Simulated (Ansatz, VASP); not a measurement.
# Al3Cu2 in VASP and in Ansatz

INCAR

```
PREC     = Accurate       # precision mode
ENCUT    = 820            # plane-wave cutoff, eV
EDIFF    = 1E-6           # SCF threshold, eV
ISMEAR   = 0              # smearing method
SIGMA    = 0.1            # smearing width, eV
LREAL    = F              # projectors in reciprocal space
LASPH    = T              # aspherical terms in the spheres
NELM     = 120            # most SCF steps
ALGO     = Normal         # electronic algorithm
ISIF     = 2              # what is computed and relaxed
LWAVE    = F              # write WAVECAR
LCHARG   = T              # write CHGCAR
GGA      = PS             # functional
LELF     = T              # ELF
LVHAR    = T            
NBANDS   = 32             # bands
GGA_COMPAT= F
```

The input KPOINTS:

```
regular mesh
0
Gamma
  1 1 1
```

Contents of POSCAR:

```
Al3Cu2
1.0
    4.0919516368      0.0000000000      0.0000000000
   -2.0459758184      3.5437340685      0.0000000000
    0.0000000000      0.0000000000      4.9927787000
Al Cu
3 2
Direct
    0.0000000000      0.0000000000      0.0000000000
    0.3333333333      0.6666666667      0.3499253500
    0.6666666667      0.3333333333      0.6500746500
    0.3333333333      0.6666666667      0.8395121300
    0.6666666667      0.3333333333      0.1604878700
```

Input for Ansatz:

```yaml
crystal:
  lattice:
    - [4.0919516368, 0.0, 0.0]
    - [-2.0459758184, 3.5437340685, 0.0]
    - [0.0, 0.0, 4.9927787]
  atoms:
    - { symbol: Al, position: [0.0, 0.0, 0.0] }
    - { symbol: Al, position: [0.3333333333, 0.6666666667, 0.34992535] }
    - { symbol: Al, position: [0.6666666667, 0.3333333333, 0.65007465] }
    - { symbol: Cu, position: [0.3333333333, 0.6666666667, 0.83951213] }
    - { symbol: Cu, position: [0.6666666667, 0.3333333333, 0.16048787] }
basis:
  ecutwfc: 420
kpoints:
  mp_grid: { grid: [1, 1, 1] }
hamiltonian:
  xc: pbesol
scf:
  occupations: { method: gaussian, width: 0.1 }
output:
  forces: true
  stress: true
  eigenvalues: true
```

Alike in both runs: task single point; functional PBEsol; k mesh 1 × 1 × 1; occupations gaussian, width 0.1 eV; no spin polarisation.

```csv
,VASP,Ansatz
version,VASP 6.6.1,Ansatz 0.2.0
potentials or method,"VASP PAW PBE potentials, release 64 (Al, Cu_sv_GW), cutoff 820 eV","scalar-relativistic, plane waves, PAW"
valence electrons in the cell,47,47
```

Ansatz gave:

| Property | Result |
| --- | --- |
| pressure (GPa) | 8.1 |
| traceless stress, the component that is largest in VASP (GPa) | -11.21 |
| rms of the force components (eV/Å) | 0.341 |

Estimate VASP's values.

pressure (GPa): 7.6; traceless stress, the component that is largest in VASP (GPa): -11.30; rms of the force components (eV/Å): 0.338.

VASP's potentials were made for PBE, not for PBEsol. Atom by atom the forces differ by 0.004 eV/Å (rms over components). The functional is the same, so the differences come from potentials, cutoffs and numerics.

The k mesh is coarse, so the values compare programs but aren't converged.
